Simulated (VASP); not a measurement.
# LiH (Fm-3m) in VASP: notebook

Runs on LiH. Level: PBE. Tasks: single point, relaxation of cell and atoms.

All numbers are computed with VASP 6.6.1; they aren't measurements. Logs are shortened: lines on timing, memory, paths and dates and some standing lists are left out, and cuts for length are marked.

### Step 1. The cell of the first run

It takes space group Fm-3m (No. 225, cubic). Conventional cell: a = 4.007 Å, b = 4.007 Å, c = 4.007 Å, α = 90.00°, β = 90.00°, γ = 90.00°. Within 2.7 Å of Li (site symmetry m-3m) lie 6 H at 2.00 Å. Within 2.7 Å of H (site symmetry m-3m) lie 6 Li at 2.00 Å.

### Step 2. Single point, PBE

Contents of INCAR:

```
SYSTEM = LiH
ALGO = Normal ; EDIFF = 1E-6
ENCUT = 520 ; GGA = PE
ISIF = 2 ; ISMEAR = 0
LASPH = .True. ; LCHARG = .True.
LELF = .True. ; LREAL = .False.
LVHAR = .True. ; LWAVE = .False.
NBANDS = 9 ; NELM = 100
PREC = Accurate ; SIGMA = 0.02
```

Contents of KPOINTS:

```
k-points
0
Gamma
  10 10 10
  0 0 0
```

Contents of POSCAR:

```
LiH
1.0
    0.0000000000      2.0034741690      2.0034741690
    2.0034741690      0.0000000000      2.0034741690
    2.0034741690      2.0034741690      0.0000000000
Li H
1 1
Direct
    0.0000000000      0.0000000000      0.0000000000
    0.5000000000      0.5000000000      0.5000000000
```

Potentials or basis: VASP PAW PBE potentials, release 64 (Li_sv, H).

The run is started by

```sh
$ cat potpaw_PBE.64/Li_sv/POTCAR potpaw_PBE.64/H/POTCAR > POTCAR
$ mpirun -np 1 vasp_std > vasp.out
```

OUTCAR:

```text
SYSTEM = LiH
   EDIFF = 1E-6
   ENCUT = 520
   GGA = PE
   ISIF = 2
   ISMEAR = 0
   LASPH = .True.
   LREAL = .False.
   NELM = 100
   PREC = Accurate

 ion  position               nearest neighbor table
   1  0.000  0.000  0.000-
   2  0.500  0.500  0.500-

  LATTYP: Found a face centered cubic cell.
 ALAT       =     4.0069483380

  Lattice vectors:

 A1 = (   0.0000000000,   2.0034741690,   2.0034741690)
 A2 = (   2.0034741690,   0.0000000000,   2.0034741690)
 A3 = (   2.0034741690,   2.0034741690,   0.0000000000)

Analysis of symmetry for initial positions (statically):
=====================================================================
 Subroutine PRICEL returns:
 Original cell was already a primitive cell.

 Routine SETGRP: Setting up the symmetry group for a
 face centered cubic supercell.

 Subroutine GETGRP returns: Found 48 space group operations
 (whereof 48 operations were pure point group operations)
 out of a pool of 48 trial point group operations.

The static configuration has the point symmetry O_h .

Analysis of symmetry for dynamics (positions and initial velocities):
=====================================================================
 Subroutine PRICEL returns:
 Original cell was already a primitive cell.

 Routine SETGRP: Setting up the symmetry group for a
 face centered cubic supercell.

 Subroutine GETGRP returns: Found 48 space group operations
 (whereof 48 operations were pure point group operations)
 out of a pool of 48 trial point group operations.

The dynamic configuration has the point symmetry O_h .

 Subroutine INISYM returns: Found 48 space group operations
 (whereof 48 operations are pure point group operations),
 and found     1 'primitive' translations

----------------------------------------------------------------------------------------

                                     Primitive cell

  volume of cell :      16.0835

  direct lattice vectors                    reciprocal lattice vectors
     0.000000000  2.003474169  2.003474169    -0.249566482  0.249566482  0.249566482
     2.003474169  0.000000000  2.003474169     0.249566482 -0.249566482  0.249566482
     2.003474169  2.003474169  0.000000000     0.249566482  0.249566482 -0.249566482

  length of vectors
     2.833340342  2.833340342  2.833340342     0.432261827  0.432261827  0.432261827

  position of ions in fractional coordinates (direct lattice)
     0.000000000  0.000000000  0.000000000
     0.500000000  0.500000000  0.500000000

  ion indices of the primitive-cell ions
   primitive index   ion index
                 1           1
                 2           2

----------------------------------------------------------------------------------------

 KPOINTS: k-points

Automatic generation of k-mesh.
 Grid dimensions read from file:
 generate k-points for:   10   10   10

 Generating k-lattice:

  Cartesian coordinates                     Fractional coordinates (reciprocal lattice)
    -0.024956648  0.024956648  0.024956648     0.100000000  0.000000000  0.000000000
     0.024956648 -0.024956648  0.024956648     0.000000000  0.100000000  0.000000000
     0.024956648  0.024956648 -0.024956648     0.000000000  0.000000000  0.100000000

  Length of vectors
     0.043226183  0.043226183  0.043226183

  Shift w.r.t. Gamma in fractional coordinates (k-lattice)
     0.000000000  0.000000000  0.000000000

 Subroutine IBZKPT returns following result:
 ===========================================

 Found     47 irreducible k-points:

 Following reciprocal coordinates:
            Coordinates               Weight
  0.000000  0.000000  0.000000      1.000000
  0.100000  0.000000  0.000000      8.000000
  0.200000  0.000000  0.000000      8.000000
  0.300000  0.000000  0.000000      8.000000
  0.400000  0.000000  0.000000      8.000000
  0.500000  0.000000  0.000000      4.000000
[... 16 lines left out ...]
  0.300000  0.300000  0.000000      6.000000
  0.400000  0.300000  0.000000     24.000000
 [... further k-points ...]
   k-points           NKPTS =     47   k-points in BZ     NKDIM =     47   number of bands    NBANDS=      9
   number of dos      NEDOS =    301   number of ions     NIONS =      2
   total plane-waves  NPLWV =  13824
   dimension x,y,z NGX =    24 NGY =   24 NGZ =   24
   dimension x,y,z NGXF=    48 NGYF=   48 NGZF=   48
   ions per type =               1   1
   NGX,Y,Z   is equivalent  to a cutoff of  14.08, 14.08, 14.08 a.u.
   NGXF,Y,Z  is equivalent  to a cutoff of  28.16, 28.16, 28.16 a.u.
 SYSTEM =  LiH
   PREC   = accura    normal or accurate (medium, high low for compatibility)
   ISTART =      0    job   : 0-new  1-cont  2-samecut
   ICHARG =      2    charge: 1-file 2-atom 10-const
   ISPIN  =      1    spin polarized calculation?
   LNONCOLLINEAR =      F non collinear calculations
   LSORBIT =      F    spin-orbit coupling
   LASPH  =      T    aspherical Exc in radial PAW
   ENCUT  =  520.0 eV  38.22 Ry    6.18 a.u.   5.27  5.27  5.27*2*pi/ulx,y,z
   NELM   =    100;   NELMIN=  2; NELMDL= -5     # of ELM steps
   EDIFF  = 0.1E-05   stopping-criterion for ELM
   LREAL  =      F    real-space projection
   EDIFFG = 0.1E-04   stopping-criterion for IOM
   NSW    =      0    number of steps for IOM
   IBRION =     -1    ionic relax: 0-MD 1-quasi-New 2-CG
   NFREE  =      0    steps in history (QN), initial steepest desc. (CG)
   ISIF   =      2    stress and relaxation
   ISYM   =      2    0-nonsym 1-usesym 2-fastsym
   POTIM  = 0.5000    time-step for ionic-motion
   TEBEG  =    0.0;   TEEND  =   0.0 temperature during run
   PSTRESS=    0.0 pullay stress
   NELECT =       4.0000    total number of electrons
   NUPDOWN=      -1.0000    fix difference up-down
   EMIN   =  10.00;   EMAX   =-10.00  energy-range for DOS
   EFERMI =   0.00;   METHOD = LEGACY
   ISMEAR =     0;   SIGMA  =   0.02  broadening in eV -4-tet -1-fermi 0-gaus
   EFERMI_NEDOS =   21; number of points for ismear=-14 and -15
   IALGO  =     38    algorithm
   IMIX   =      4    mixing-type and parameters
     AMIX     =   0.40;   BMIX     =  1.00
     AMIX_MAG =   1.60;   BMIX_MAG =  1.00
  volume/ion in A,a.u.               =       8.04        54.27
  Fermi-wavevector in a.u.,A,eV,Ry     =   1.029519  1.945509 14.420946  1.059910
  Thomas-Fermi vector in A             =   2.163571
   LORBIT       =      0    0 simple, 1 ext, 2 COOP (PROOUT), +10 PAW based schemes
   GGA     = PE    functional components
   LHFCALC =     F    Hartree Fock is set to
   AEXX    =    0.0000 exact exchange contribution
   IVDW    =     0    specifies the selected vdW correction
   LEPSILON=     F    determine dielectric tensor
   LRPA    =     F    only Hartree local field effects (RPA)
 non-spin polarized calculation
 Gauss-broadening in eV      SIGMA  =   0.02
  energy-cutoff  :      520.00
  volume of cell :       16.08
 maximum number of plane-waves:       444
 NGX is ok and might be reduce to    24
   NGX = 11   NGY = 11   NGZ = 11

 number of electron       3.9999995 magnetization

 Free energy of the ion-electron system (eV)
  ---------------------------------------------------
  ext. energy  EPLUGINS =         0.00000000
  ---------------------------------------------------
  free energy    TOTEN  =        -6.12707414 eV

  energy without entropy =       -6.12707414  energy(sigma->0) =       -6.12707414

 E-fermi :   0.3566     XC(G=0):  -8.5154

 val. band max:        0.0968044499   @ k =   0.5000   0.5000   0.0000
 cond. band min:       3.0751514378   @ k =   0.5000   0.5000   0.0000
 fundamental gap:      2.9783469879
 Fermi energy:         0.3565840641

 k-point     1 :       0.0000    0.0000    0.0000
  band No.  band energies     occupation
      1     -44.1927      2.00000
      2      -5.3409      2.00000
      3      16.2076      0.00000
      4      18.0000      0.00000
      5      18.0000      0.00000
      6      18.0000      0.00000
      7      22.7176      0.00000
      8      22.7176      0.00000
      9      22.7176      0.00000

 k-point     2 :       0.1000    0.0000    0.0000
  band No.  band energies     occupation
      1     -44.1884      2.00000
      2      -5.1640      2.00000
      3      14.7281      0.00000
      4      17.0040      0.00000
      5      17.6109      0.00000
      6      17.6109      0.00000
      7      22.1485      0.00000
      8      23.5586      0.00000
      9      23.5586      0.00000

 k-point     3 :       0.2000    0.0000    0.0000
  band No.  band energies     occupation
      1     -44.1768      2.00000
      2      -4.6469      2.00000
      3      11.4710      0.00000
      4      15.7335      0.00000
      5      16.9834      0.00000
      6      16.9834      0.00000
      7      22.9932      0.00000
      8      23.3498      0.00000
      9      23.3498      0.00000

 k-point     4 :       0.3000    0.0000    0.0000
  band No.  band energies     occupation
      1     -44.1624      2.00000
      2      -3.8504      2.00000
      3       8.3221      0.00000
      4      14.6878      0.00000
      5      16.6034      0.00000
      6      16.6034      0.00000
      7      21.2790      0.00000
      8      21.2790      0.00000
      9      24.5476      0.00000
[... 205 lines left out ...]
 k-point    22 :      -0.2000    0.2000    0.0000
  band No.  band energies     occupation
      1     -44.1575      2.00000
      2      -3.5132      2.00000
      3       9.6299      0.00000
      4       9.7733      0.00000
      5      16.1352      0.00000
      6      17.1350      0.00000
      7      21.9164      0.00000
      8      24.0339      0.00000
      9      25.7108      0.00000

 k-point    23 :       0.3000    0.3000    0.0000
  band No.  band energies     occupation
      1     -44.1528      2.00000
      2      -3.1136      2.00000
      3       8.6780      0.00000
      4      12.3454      0.00000
      5      12.3454      0.00000
      6      15.5748      0.00000
      7      17.5641      0.00000
      8      28.6511      0.00000
      9      31.1371      0.00000

 k-point    24 :       0.4000    0.3000    0.0000
  band No.  band energies     occupation
      1     -44.1439      2.00000
      2      -2.2219      2.00000
      3       6.7891      0.00000
      4      10.5775      0.00000
      5      11.9041      0.00000
      6      16.3397      0.00000
      7      17.6729      0.00000
      8      29.6914      0.00000
      9      30.1556      0.00000

 [... further k-points ...]

------------------------ aborting loop because EDIFF is reached ----------------------------------------

  FORCE on cell =-STRESS in cart. coord.  units (eV):
  Direction    XX          YY          ZZ          XY          YZ          ZX
  --------------------------------------------------------------------------------------
  -------------------------------------------------------------------------------------
  Total       -0.0248210     -0.0248210     -0.0248210      0.0000000      0.0000000      0.0000000
  in kB       -2.4725712     -2.4725712     -2.4725712      0.0000000      0.0000000      0.0000000
  external PRESSURE =      -2.4725712 kB  Pullay stress =       0.0000000 kB

 VOLUME and BASIS-vectors are now :
 -----------------------------------------------------------------------------
  energy-cutoff  :      520.00
  volume of cell :       16.08
      direct lattice vectors                 reciprocal lattice vectors
     0.000000000  2.003474169  2.003474169    -0.249566482  0.249566482  0.249566482
     2.003474169  0.000000000  2.003474169     0.249566482 -0.249566482  0.249566482
     2.003474169  2.003474169  0.000000000     0.249566482  0.249566482 -0.249566482

 POSITION                                       TOTAL-FORCE (eV/Angst)
 -----------------------------------------------------------------------------------
      0.00000      0.00000      0.00000         0.000000     -0.000000     -0.000000
      2.00347      2.00347      2.00347        -0.000000      0.000000      0.000000
 -----------------------------------------------------------------------------------
    total drift:                                0.000000     -0.000000     -0.000000

  FREE ENERGIE OF THE ION-ELECTRON SYSTEM (eV)
  ---------------------------------------------------
  free  energy   TOTEN  =        -6.1270741414 eV

  energy  without entropy=       -6.1270741414  energy(sigma->0) =       -6.12707414
```

Run time: 4.4 s. Hardware: 1 thread of AMD EPYC 9R45 (Zen 5), shared host; peak memory 0.1 GiB.

What came out:

```
Free energy            : -6.1271 eV
Band gap on the k mesh : 2.98 eV, direct
```

Levels at points of the mesh, in eV from the valence-band top:
| k point | band 1 | band 2 | band 3 | band 4 | band 5 |
| --- | --- | --- | --- | --- | --- |
| (0.00, 0.00, 0.00) | -44.29 | -5.44 | 16.11 | 17.90 | 17.90 |
| (0.50, 0.00, 0.00) | -44.24 | -2.63 | 4.92 | 13.67 | 16.51 |
| (0.50, 0.50, 0.00) | -44.23 | 0.00 | 2.98 | 10.82 | 10.82 |

Caveat: the cutoff is under 1.25 times the usual one of these potentials, so pressure, stress and relaxed cells hold a basis-set (Pulay) error. A k mesh can miss the band edges.

(Part 1 of 2 ends here.)
